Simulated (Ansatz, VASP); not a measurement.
**WS2 in VASP and in Ansatz**

```
CELL_PARAMETERS angstrom
-1.57900 2.73491 0.00000
-3.15800 0.00000 0.00000
-1.57900 0.91164 6.16333
ATOMIC_POSITIONS crystal
W 0.98257 0.99300 0.01462
S 0.75030 0.75030 0.74910
S 0.58100 0.58100 0.25700
```

Alike in both runs: task single point; functional PBE; k mesh 12 × 12 × 10; occupations gaussian, width 0.05 eV; no spin polarisation.

|  | VASP | Ansatz |
| --- | --- | --- |
| version | VASP 6.6.1 | Ansatz 0.2.0 |
| potentials or method | VASP PAW PBE potentials, release 64 (W_sv, S), cutoff 520 eV | scalar-relativistic, plane waves, PAW |
| valence electrons in the cell | 26 | 26 |

VASP gave:

| Item | Value |
| --- | --- |
| gap on the k mesh at the Fermi level (eV) | 0.89 |
| pressure (GPa) | 5.2 |
| traceless stress, the component that is largest in VASP (GPa) | -0.97 |
| rms of the force components (eV/Å) | 1.056 |

Question: Estimate Ansatz's values.

Answer: gap on the k mesh at the Fermi level (eV): 0.87; pressure (GPa): 5.2; traceless stress, the component that is largest in VASP (GPa): -0.97; rms of the force components (eV/Å): 1.056.

Atom by atom the forces differ by 0.001 eV/Å (rms over components).

Neither program's run includes spin-orbit coupling.
